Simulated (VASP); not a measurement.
Set up this calculation in VASP 6.6.1, as the native input.

- Task: relaxation of cell and atoms
- Functional: PBE
- Potentials or basis: VASP PAW PBE potentials, release 64 (Yb, B)
- Cutoff: 600 eV
- k mesh: 6 × 6 × 6
- Occupations: gaussian, width 0.1 eV
- Spin: no spin polarisation
- Dipole correction: no
- Further INCAR settings: ALGO = Normal; EDIFF = 1e-06; IBRION = 2; EDIFFG = -0.04; NSW = 90; ISIF = 3

The structure of YbB lies in POSCAR:

```
YbB
1.0
    3.0929206100      0.0000000000      0.0000000000
    0.0000000000      3.0929206100      0.0000000000
    0.0000000000      0.0000000000      3.0929206100
Yb B
1 1
Direct
    0.0000000000      0.0000000000      0.0000000000
    0.5000000000      0.5000000000      0.5000000000
```

These files were run (other wordings do the same):

INCAR

```
SYSTEM = YbB
PREC = Accurate
ENCUT = 600
EDIFF = 1E-6
ISMEAR = 0
SIGMA = 0.1
LREAL = .False.
LASPH = .True.
NELM = 80
ALGO = Normal
ISIF = 3
LWAVE = .False.
LCHARG = .False.
GGA = PE
IBRION = 2
NSW = 90
EDIFFG = -0.04
```

KPOINTS

```
Automatic mesh
0
Gamma
  6 6 6
  0 0 0
```

Potentials or basis: VASP PAW PBE potentials, release 64 (Yb, B).

Launch:

```console
$ cat potpaw_PBE.64/Yb/POTCAR potpaw_PBE.64/B/POTCAR > POTCAR
$ mpirun -np 1 vasp_std > vasp.out
```

It gave:

* Relaxed volume: 15.82 Å³/atom
* Relaxed cell: a = 3.163 Å, b = 3.163 Å, c = 3.163 Å, α = 90.00°, β = 90.00°, γ = 90.00°
* Space group after relaxing (to 0.05 Å): Pm-3m (No. 221)
* Energy gained by relaxing: 22.3 meV/atom
* Ionic steps: 3
* Pressure after relaxing: 0.0 GPa

Caveat: without U or exact exchange the open f shell lies at the Fermi level, which spoils levels, moments and volumes.

Wall time 5.1 min on 1 thread of Intel Xeon 8259CL, on a shared host, peak memory 0.18 GiB.
